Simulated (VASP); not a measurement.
Set up this calculation in VASP 6.6.1, as the native input.

- Task: single point
- Functional: RPBE
- Potentials or basis: VASP PAW PBE potentials, release 64 (Al, Fe)
- Cutoff: 600 eV
- k mesh: 9 × 9 × 9
- Occupations: fermi-dirac, width 0.1 eV
- Spin: no spin polarisation
- Dipole correction: no
- Further INCAR settings: ALGO = Normal; EDIFF = 1e-06; NBANDS = 12

The structure of AlFe lies in POSCAR:

```
AlFe
1.0
    2.8919828415      0.0000000000      0.0000000000
    0.0000000000      2.8919828415      0.0000000000
    0.0000000000      0.0000000000      2.8919828415
Al Fe
1 1
Direct
    0.0000000000      0.0000000000      0.0000000000
    0.5000000000      0.5000000000      0.5000000000
```

The input as run:

INCAR

```
PREC = Accurate
ENCUT = 600
EDIFF = 1E-6
ISMEAR = -1
SIGMA = 0.1
LREAL = False
LASPH = True
NELM = 120
ALGO = Normal
ISIF = 2
LWAVE = False
LCHARG = False
GGA = RP
NBANDS = 12
GGA_COMPAT = False
```

KPOINTS

```
Automatic mesh
0
Gamma
  9 9 9
```

Potentials or basis: VASP PAW PBE potentials, release 64 (Al, Fe).

Run with:

```sh
$ cat potpaw_PBE.64/Al/POTCAR potpaw_PBE.64/Fe/POTCAR > POTCAR
$ mpirun -np 1 vasp_std > vasp.out
```

It gave:

| Quantity | Value |
| --- | --- |
| Pressure | -0.2 GPa |
| Band gap on the k mesh | zero (an odd number of electrons rules out a gap without spin polarisation) |

Caveat: the PAW data sets were made with another functional, which shifts forces and pressure a little; the run has no spin polarisation, though such a crystal can be magnetic.

Wall time 9.4 s on 1 thread of AMD EPYC 7R43 64-Core Processor (Zen 3), with other jobs on the host, peak memory 0.11 GiB.
